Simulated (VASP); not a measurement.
# Ta (Im-3m) in VASP: notebook

Runs on Ta. Level: r2SCAN. Tasks: single point.

Program: VASP 6.6.1. These are calculated values, not measurements. Logs are shortened: lines on timing, memory, paths and dates and some standing lists are left out, and cuts for length are marked.

**1. The cell of the first run**

It takes space group Im-3m (No. 229, cubic). Conventional cell: a = 3.303 Å, b = 3.303 Å, c = 3.303 Å, α = 90.00°, β = 90.00°, γ = 90.00°. Within 3.8 Å of Ta (site symmetry m-3m) lie 14 Ta at 2.86 to 3.30 Å.

**2. Single point, r2SCAN**

POSCAR

```
Ta
1.0
   -1.6512800000     -1.6512800000     -1.6512800000
    1.6512800000      1.6512800000     -1.6512800000
    1.6512800000     -1.6512800000      1.6512800000
Ta
1
Direct
    0.0000000000      0.0000000000      0.0000000000
```

INCAR.step1

```
PREC = Accurate
ENCUT = 520
ISMEAR = 0
SIGMA = 0.1
LREAL = F
LASPH = T
NELM = 100
NBANDS = 12
GGA = PE
ALGO = Normal
EDIFF = 1E-4
LWAVE = T
LCHARG = F
```

INCAR.step2

```
PREC = Accurate
ENCUT = 520
EDIFF = 1E-6
ISMEAR = 0
SIGMA = 0.1
LREAL = F
LASPH = T
NELM = 100
ALGO = Normal
ISIF = 2
LWAVE = F
LCHARG = F
METAGGA = R2SCAN
LMIXTAU = T
NBANDS = 12
ISTART = 1
```

KPOINTS

```
regular mesh
0
Gamma
  8 8 8
```

Potentials or basis: VASP PAW PBE potentials, release 64 (Ta_pv).

Launch:

```console
$ cat potpaw_PBE.64/Ta_pv/POTCAR > POTCAR
$ cp INCAR.step1 INCAR
$ mpirun -np 1 vasp_std > vasp.out
$ cp INCAR.step2 INCAR
$ mpirun -np 1 vasp_std > vasp.out
```

OUTCAR:

```text
PREC = Accurate
   ENCUT = 520
   EDIFF = 1E-6
   ISMEAR = 0
   LREAL = F
   LASPH = T
   NELM = 100
   ISIF = 2
   METAGGA = R2SCAN
   ISTART = 1

 ion  position               nearest neighbor table
   1  0.000  0.000  0.000-

  LATTYP: Found a body centered cubic cell.
 ALAT       =     3.3025600000

  Lattice vectors:

 A1 = (  -1.6512800000,  -1.6512800000,  -1.6512800000)
 A2 = (   1.6512800000,   1.6512800000,  -1.6512800000)
 A3 = (   1.6512800000,  -1.6512800000,   1.6512800000)

Analysis of symmetry for initial positions (statically):
=====================================================================
 Subroutine PRICEL returns:
 Original cell was already a primitive cell.

 Routine SETGRP: Setting up the symmetry group for a
 body centered cubic supercell.

 Subroutine GETGRP returns: Found 48 space group operations
 (whereof 48 operations were pure point group operations)
 out of a pool of 48 trial point group operations.

The static configuration has the point symmetry O_h .

Analysis of symmetry for dynamics (positions and initial velocities):
=====================================================================
 Subroutine PRICEL returns:
 Original cell was already a primitive cell.

 Routine SETGRP: Setting up the symmetry group for a
 body centered cubic supercell.

 Subroutine GETGRP returns: Found 48 space group operations
 (whereof 48 operations were pure point group operations)
 out of a pool of 48 trial point group operations.

The dynamic configuration has the point symmetry O_h .

 Subroutine INISYM returns: Found 48 space group operations
 (whereof 48 operations are pure point group operations),
 and found     1 'primitive' translations

----------------------------------------------------------------------------------------

                                     Primitive cell

  volume of cell :      18.0104

  direct lattice vectors                    reciprocal lattice vectors
    -1.651280000 -1.651280000 -1.651280000     0.000000000 -0.302795407 -0.302795407
     1.651280000  1.651280000 -1.651280000     0.302795407  0.000000000 -0.302795407
     1.651280000 -1.651280000  1.651280000     0.302795407 -0.302795407  0.000000000

  length of vectors
     2.860100858  2.860100858  2.860100858     0.428217371  0.428217371  0.428217371

  position of ions in fractional coordinates (direct lattice)
     0.000000000  0.000000000  0.000000000

  ion indices of the primitive-cell ions
   primitive index   ion index
                 1           1

----------------------------------------------------------------------------------------

 KPOINTS: regular mesh

Automatic generation of k-mesh.
 Grid dimensions read from file:
 generate k-points for:    8    8    8

 Generating k-lattice:

  Cartesian coordinates                     Fractional coordinates (reciprocal lattice)
     0.000000000 -0.037849426 -0.037849426     0.125000000  0.000000000  0.000000000
     0.037849426  0.000000000 -0.037849426     0.000000000  0.125000000  0.000000000
     0.037849426 -0.037849426  0.000000000     0.000000000  0.000000000  0.125000000

  Length of vectors
     0.053527171  0.053527171  0.053527171

  Shift w.r.t. Gamma in fractional coordinates (k-lattice)
     0.000000000  0.000000000  0.000000000

 Subroutine IBZKPT returns following result:
 ===========================================

 Found     29 irreducible k-points:

 Following reciprocal coordinates:
            Coordinates               Weight
  0.000000  0.000000  0.000000      1.000000
  0.125000  0.000000  0.000000     12.000000
  0.250000  0.000000  0.000000     12.000000
  0.375000  0.000000  0.000000     12.000000
  0.500000  0.000000  0.000000      6.000000
  0.125000  0.125000  0.000000     24.000000
[... 16 lines left out ...]
 -0.250000  0.250000  0.250000      6.000000
 -0.375000  0.375000  0.250000     24.000000
 [... further k-points ...]
   k-points           NKPTS =     29   k-points in BZ     NKDIM =     29   number of bands    NBANDS=     12
   number of dos      NEDOS =    301   number of ions     NIONS =      1
   total plane-waves  NPLWV =  13824
   dimension x,y,z NGX =    24 NGY =   24 NGZ =   24
   dimension x,y,z NGXF=    48 NGYF=   48 NGZF=   48
   ions per type =               1
   NGX,Y,Z   is equivalent  to a cutoff of  13.95, 13.95, 13.95 a.u.
   NGXF,Y,Z  is equivalent  to a cutoff of  27.90, 27.90, 27.90 a.u.
 SYSTEM =  unknown system
   PREC   = accura    normal or accurate (medium, high low for compatibility)
   ISTART =      1    job   : 0-new  1-cont  2-samecut
   ICHARG =      0    charge: 1-file 2-atom 10-const
   ISPIN  =      1    spin polarized calculation?
   LNONCOLLINEAR =      F non collinear calculations
   LSORBIT =      F    spin-orbit coupling
   LASPH  =      T    aspherical Exc in radial PAW
   ENCUT  =  520.0 eV  38.22 Ry    6.18 a.u.   5.32  5.32  5.32*2*pi/ulx,y,z
   NELM   =    100;   NELMIN=  2; NELMDL=  0     # of ELM steps
   EDIFF  = 0.1E-05   stopping-criterion for ELM
   LREAL  =      F    real-space projection
   EDIFFG = 0.1E-04   stopping-criterion for IOM
   NSW    =      0    number of steps for IOM
   IBRION =     -1    ionic relax: 0-MD 1-quasi-New 2-CG
   NFREE  =      0    steps in history (QN), initial steepest desc. (CG)
   ISIF   =      2    stress and relaxation
   ISYM   =      2    0-nonsym 1-usesym 2-fastsym
   POTIM  = 0.5000    time-step for ionic-motion
   TEBEG  =    0.0;   TEEND  =   0.0 temperature during run
   PSTRESS=    0.0 pullay stress
   NELECT =      11.0000    total number of electrons
   NUPDOWN=      -1.0000    fix difference up-down
   EMIN   =  10.00;   EMAX   =-10.00  energy-range for DOS
   EFERMI =   0.00;   METHOD = LEGACY
   ISMEAR =     0;   SIGMA  =   0.10  broadening in eV -4-tet -1-fermi 0-gaus
   EFERMI_NEDOS =   21; number of points for ismear=-14 and -15
   IALGO  =     38    algorithm
   IMIX   =      4    mixing-type and parameters
     AMIX     =   0.40;   BMIX     =  1.00
     AMIX_MAG =   1.60;   BMIX_MAG =  1.00
  volume/ion in A,a.u.               =      18.01       121.54
  Fermi-wavevector in a.u.,A,eV,Ry     =   1.388988  2.624806 26.249534  1.929286
  Thomas-Fermi vector in A             =   2.513061
   LORBIT       =      0    0 simple, 1 ext, 2 COOP (PROOUT), +10 PAW based schemes
   METAGGA = R2SCAN    functional components
   LHFCALC =     F    Hartree Fock is set to
   AEXX    =    0.0000 exact exchange contribution
   IVDW    =     0    specifies the selected vdW correction
   LEPSILON=     F    determine dielectric tensor
   LRPA    =     F    only Hartree local field effects (RPA)
 non-spin polarized calculation
 Gauss-broadening in eV      SIGMA  =   0.10
  energy-cutoff  :      520.00
  volume of cell :       18.01
 maximum number of plane-waves:       496
 NGX is ok and might be reduce to    24
   NGX = 11   NGY = 11   NGZ = 11

 number of electron      11.0000002 magnetization

 Free energy of the ion-electron system (eV)
  ---------------------------------------------------
  ext. energy  EPLUGINS =         0.00000000
  ---------------------------------------------------
  free energy    TOTEN  =       -48.59520264 eV

  energy without entropy =      -48.59056842  energy(sigma->0) =      -48.59288553

 E-fermi :   5.3588     XC(G=0): -13.7662

 val. band max:        5.2626071337   @ k =   0.2500   0.0000   0.0000
 cond. band min:       5.3757649368   @ k =   0.5000   0.5000   0.1250
 fundamental gap:      0.1131578031
 Fermi energy:         5.3587794788

 k-point     1 :       0.0000    0.0000    0.0000
  band No.  band energies     occupation
      1     -28.8588      2.00000
      2     -28.8588      2.00000
      3     -28.8588      2.00000
      4      -3.0045      2.00000
      5       6.1806      0.00000
      6       6.1806      0.00000
      7       6.1806      0.00000
      8       9.6726      0.00000
      9       9.6726      0.00000
     10      17.5277      0.00000
     11      21.1031      0.00000
     12      21.1031      0.00000

 k-point     2 :       0.1250    0.0000    0.0000
  band No.  band energies     occupation
      1     -29.0548      2.00000
      2     -28.9187      2.00000
      3     -28.8600      2.00000
      4      -2.2973      2.00000
      5       5.7333      0.00000
      6       5.9796      0.00000
      7       6.8830      0.00000
      8       9.1030      0.00000
      9       9.6811      0.00000
     10      17.5275      0.00000
     11      21.6482      0.00000
     12      22.3483      0.00000

 k-point     3 :       0.2500    0.0000    0.0000
  band No.  band energies     occupation
      1     -29.5059      2.00000
      2     -29.0606      2.00000
      3     -28.8629      2.00000
      4      -0.5978      2.00000
      5       4.8154      2.00000
      6       5.2626      1.82620
      7       8.8708      0.00000
      8       9.0336      0.00000
      9       9.8543      0.00000
     10      17.5272      0.00000
     11      21.2475      0.00000
     12      22.8608      0.00000
[... 286 lines left out ...]
 k-point    23 :      -0.2500    0.2500    0.2500
  band No.  band energies     occupation
      1     -29.5311      2.00000
      2     -29.2798      2.00000
      3     -29.2798      2.00000
      4       1.3852      2.00000
      5       4.4263      2.00000
      6       6.6765      0.00000
      7       6.6765      0.00000
      8       8.7378      0.00000
      9      10.7542      0.00000
     10      17.5271      0.00000
     11      20.7978      0.00000
     12      25.5238      0.00000

 k-point    24 :      -0.3750    0.3750    0.2500
  band No.  band energies     occupation
      1     -29.7831      2.00000
      2     -29.4298      2.00000
      3     -29.3183      2.00000
      4       2.3500      2.00000
      5       3.2948      2.00000
      6       6.6880      0.00000
      7       7.4242      0.00000
      8      11.0252      0.00000
      9      11.2218      0.00000
     10      17.5266      0.00000
     11      20.0142      0.00000
     12      22.3370      0.00000

 [... further k-points ...]

------------------------ aborting loop because EDIFF is reached ----------------------------------------

  FORCE on cell =-STRESS in cart. coord.  units (eV):
  Direction    XX          YY          ZZ          XY          YZ          ZX
  --------------------------------------------------------------------------------------
  -------------------------------------------------------------------------------------
  Total       -0.1623663     -0.1623663     -0.1623663      0.0000000     -0.0000000      0.0000000
  in kB      -14.4438927    -14.4438927    -14.4438927      0.0000000     -0.0000000      0.0000000
  external PRESSURE =     -14.4438927 kB  Pullay stress =       0.0000000 kB

 VOLUME and BASIS-vectors are now :
 -----------------------------------------------------------------------------
  energy-cutoff  :      520.00
  volume of cell :       18.01
      direct lattice vectors                 reciprocal lattice vectors
    -1.651280000 -1.651280000 -1.651280000     0.000000000 -0.302795407 -0.302795407
     1.651280000  1.651280000 -1.651280000     0.302795407  0.000000000 -0.302795407
     1.651280000 -1.651280000  1.651280000     0.302795407 -0.302795407  0.000000000

 POSITION                                       TOTAL-FORCE (eV/Angst)
 -----------------------------------------------------------------------------------
      0.00000      0.00000      0.00000         0.000000     -0.000000      0.000000
 -----------------------------------------------------------------------------------
    total drift:                                0.000000     -0.000000      0.000000

  FREE ENERGIE OF THE ION-ELECTRON SYSTEM (eV)
  ---------------------------------------------------
  free  energy   TOTEN  =       -48.5952026441 eV

  energy  without entropy=      -48.5905684230  energy(sigma->0) =      -48.59288553
```

Run time: 12 s. Hardware: 1 thread of Intel Xeon 6975P-C (Granite Rapids), shared host; peak memory 0.14 GiB.

Results:

```yaml
Free_energy: -48.5952 eV
Pressure: -1.4 GPa
```

Levels at points of the mesh, in eV from the Fermi level:
```csv
k point,band 2,band 3,band 4,band 5,band 6,band 7,band 8,band 9
"(0.00, 0.00, 0.00)",-34.22,-34.22,-8.36,0.82,0.82,0.82,4.31,4.31
"(0.50, 0.00, 0.00)",-34.61,-34.23,-4.59,-1.59,1.44,4.19,5.25,8.08
"(0.50, 0.50, 0.50)",-35.08,-35.08,-3.97,-3.97,7.10,7.10,7.10,8.99
```

Caveat: the PAW data sets were made with another functional, which shifts forces and pressure a little; spin-orbit coupling is left out, which moves the levels of the heavy elements.

**3. Single point, r2SCAN**

POSCAR

```
Ta
1.0
   -1.6522866617     -1.6522866617     -1.6522866617
    1.6522866617      1.6522866617     -1.6522866617
    1.6522866617     -1.6522866617      1.6522866617
Ta
1
Direct
    0.0000000000      0.0000000000      0.0000000000
```

INCAR.step1

```
  PREC = Accurate
  ENCUT = 520
  ISMEAR = 0
  SIGMA = 0.1
  LREAL = False
  LASPH = True
  NELM = 100
  NBANDS = 12
  GGA = PE
  ALGO = Normal
  EDIFF = 1E-4
  LWAVE = True
  LCHARG = False
```

INCAR.step2

```
  PREC = Accurate
  ENCUT = 520
  EDIFF = 1E-7
  ISMEAR = 0
  SIGMA = 0.1
  LREAL = False
  LASPH = True
  NELM = 100
  ALGO = Normal
  ISIF = 2
  LWAVE = False
  LCHARG = False
  METAGGA = R2SCAN
  LMIXTAU = True
  NBANDS = 12
  ISTART = 1
```

KPOINTS

```
Automatic mesh
0
Gamma
  18 18 18
```

Potentials or basis: VASP PAW PBE potentials, release 64 (Ta_pv).

Launch:

```console
$ cat potpaw_PBE.64/Ta_pv/POTCAR > POTCAR
$ cp INCAR.step1 INCAR
$ mpirun -np 1 vasp_std > vasp.out
$ cp INCAR.step2 INCAR
$ mpirun -np 1 vasp_std > vasp.out
```

OUTCAR:

```text
PREC = Accurate
   ENCUT = 520
   EDIFF = 1E-7
   ISMEAR = 0
   LREAL = False
   LASPH = True
   NELM = 100
   ISIF = 2
   METAGGA = R2SCAN
   ISTART = 1

 ion  position               nearest neighbor table
   1  0.000  0.000  0.000-

  LATTYP: Found a body centered cubic cell.
 ALAT       =     3.3045733234

  Lattice vectors:

 A1 = (  -1.6522866617,  -1.6522866617,  -1.6522866617)
 A2 = (   1.6522866617,   1.6522866617,  -1.6522866617)
 A3 = (   1.6522866617,  -1.6522866617,   1.6522866617)

Analysis of symmetry for initial positions (statically):
=====================================================================
 Subroutine PRICEL returns:
 Original cell was already a primitive cell.

 Routine SETGRP: Setting up the symmetry group for a
 body centered cubic supercell.

 Subroutine GETGRP returns: Found 48 space group operations
 (whereof 48 operations were pure point group operations)
 out of a pool of 48 trial point group operations.

The static configuration has the point symmetry O_h .

Analysis of symmetry for dynamics (positions and initial velocities):
[... 160 lines left out ...]
 val. band max:        5.3065392095   @ k =   0.3333   0.1111   0.0000
 cond. band min:       5.3423848280   @ k =   0.1111   0.1111   0.0000
 fundamental gap:      0.0358456185
 Fermi energy:         5.3113078655

 k-point     1 :       0.0000    0.0000    0.0000
  band No.  band energies     occupation
      1     -28.9182      2.00000
      2     -28.9182      2.00000
      3     -28.9182      2.00000
      4      -3.0120      2.00000
      5       6.1524      0.00000
      6       6.1524      0.00000
      7       6.1524      0.00000
      8       9.6355      0.00000
      9       9.6355      0.00000
     10      17.4155      0.00000
     11      21.0795      0.00000
     12      21.0795      0.00000
[... 331 lines left out ...]
 k-point    24 :       0.3889    0.1111    0.0000
  band No.  band energies     occupation
      1     -30.0704      2.00000
      2     -29.3450      2.00000
      3     -28.9799      2.00000
      4       1.1628      2.00000
      5       3.8651      2.00000
      6       5.8701      0.00000
      7       9.3484      0.00000
      8      10.6934      0.00000
      9      13.4892      0.00000
     10      17.3338      0.00000
     11      17.5216      0.00000
     12      18.9320      0.00000

 [... further k-points ...]
[... 5 lines left out ...]
  --------------------------------------------------------------------------------------
  -------------------------------------------------------------------------------------
  Total        0.0715005      0.0715005      0.0715005     -0.0000000      0.0000000      0.0000000
  in kB        6.3489764      6.3489764      6.3489764     -0.0000000      0.0000000      0.0000000
  external PRESSURE =       6.3489764 kB  Pullay stress =       0.0000000 kB

 VOLUME and BASIS-vectors are now :
 -----------------------------------------------------------------------------
  energy-cutoff  :      520.00
  volume of cell :       18.04
      direct lattice vectors                 reciprocal lattice vectors
    -1.652286662 -1.652286662 -1.652286662     0.000000000 -0.302610928 -0.302610928
     1.652286662  1.652286662 -1.652286662     0.302610928  0.000000000 -0.302610928
     1.652286662 -1.652286662  1.652286662     0.302610928 -0.302610928  0.000000000

 POSITION                                       TOTAL-FORCE (eV/Angst)
 -----------------------------------------------------------------------------------
      0.00000      0.00000      0.00000         0.000000      0.000000      0.000000
 -----------------------------------------------------------------------------------
    total drift:                                0.000000     -0.000000     -0.000000

  FREE ENERGIE OF THE ION-ELECTRON SYSTEM (eV)
  ---------------------------------------------------
  free  energy   TOTEN  =       -48.5829611804 eV

  energy  without entropy=      -48.5774410416  energy(sigma->0) =      -48.58020111
```

OUTCAR.step1:

```text
PREC = Accurate
   ENCUT = 520
   ISMEAR = 0
   LREAL = False
   LASPH = True
   NELM = 100
[... 575 lines left out ...]

 POSITION                                       TOTAL-FORCE (eV/Angst)
 -----------------------------------------------------------------------------------
      0.00000      0.00000      0.00000         0.000000      0.000000      0.000000
 -----------------------------------------------------------------------------------
    total drift:                               -0.000000     -0.000000     -0.000000

  FREE ENERGIE OF THE ION-ELECTRON SYSTEM (eV)
  ---------------------------------------------------
  free  energy   TOTEN  =       -11.8142385976 eV

  energy  without entropy=      -11.8081787110  energy(sigma->0) =      -11.81120865
```

Run time: 56 s. Hardware: 1 thread of Intel Xeon 6975P-C (Granite Rapids), shared host; peak memory 0.17 GiB.

What came out:

* Free energy: -48.5830 eV
* Pressure: 0.6 GPa

Levels at points of the mesh, in eV from the Fermi level:
| k point | band 4 | band 5 | band 6 | band 7 | band 8 | band 9 |
| --- | --- | --- | --- | --- | --- | --- |
| (0.00, 0.00, 0.00) | -8.32 | 0.84 | 0.84 | 0.84 | 4.32 | 4.32 |
| (0.50, 0.00, 0.00) | -4.55 | -1.56 | 1.46 | 4.20 | 5.26 | 8.07 |
| (0.50, 0.50, 0.50) | -3.93 | -3.93 | 7.10 | 7.10 | 7.10 | 9.00 |

Caveat: the PAW data sets were made with another functional, which shifts forces and pressure a little; spin-orbit coupling is left out, which moves the levels of the heavy elements.

**4. Single point, r2SCAN**

POSCAR

```
Ta
1.0
   -1.6522866604     -1.6522866604     -1.6522866604
    1.6522866604      1.6522866604     -1.6522866604
    1.6522866604     -1.6522866604      1.6522866604
Ta
1
Direct
    0.0000000000      0.0000000000      0.0000000000
```

INCAR.step1 is that of step 3.

INCAR.step2 is that of step 3.

KPOINTS is that of step 3.

Launch:

```console
$ cat potpaw_PBE.64/Ta_pv/POTCAR > POTCAR
$ cp INCAR.step1 INCAR
$ mpirun -np 1 vasp_std > vasp.out
$ cp INCAR.step2 INCAR
$ mpirun -np 1 vasp_std > vasp.out
```

Wall time 56 s (1 thread of Intel Xeon 6975P-C (Granite Rapids), shared host); peak memory 0.17 GiB.

The run converged. Its results:

| Property | Result |
| --- | --- |
| Free energy | -48.5830 eV |
| Pressure | 0.6 GPa |

Levels at points of the mesh, in eV from the Fermi level:
```
           k point  band 2  band 3  band 4  band 5  band 6  band 7  band 8  band 9  band 10  band 11
(0.00, 0.00, 0.00)  -34.23  -34.23   -8.32    0.84    0.84    0.84    4.32    4.32    12.10    15.77
(0.50, 0.00, 0.00)  -34.62  -34.24   -4.55   -1.56    1.46    4.20    5.26    8.07    12.07    12.38
(0.50, 0.50, 0.50)  -35.08  -35.08   -3.93   -3.93    7.10    7.10    7.10    9.00     9.00     9.00
```

Caveat: the PAW data sets were made with another functional, which shifts forces and pressure a little; spin-orbit coupling is left out, which moves the levels of the heavy elements.

[end of part 1 of 2]
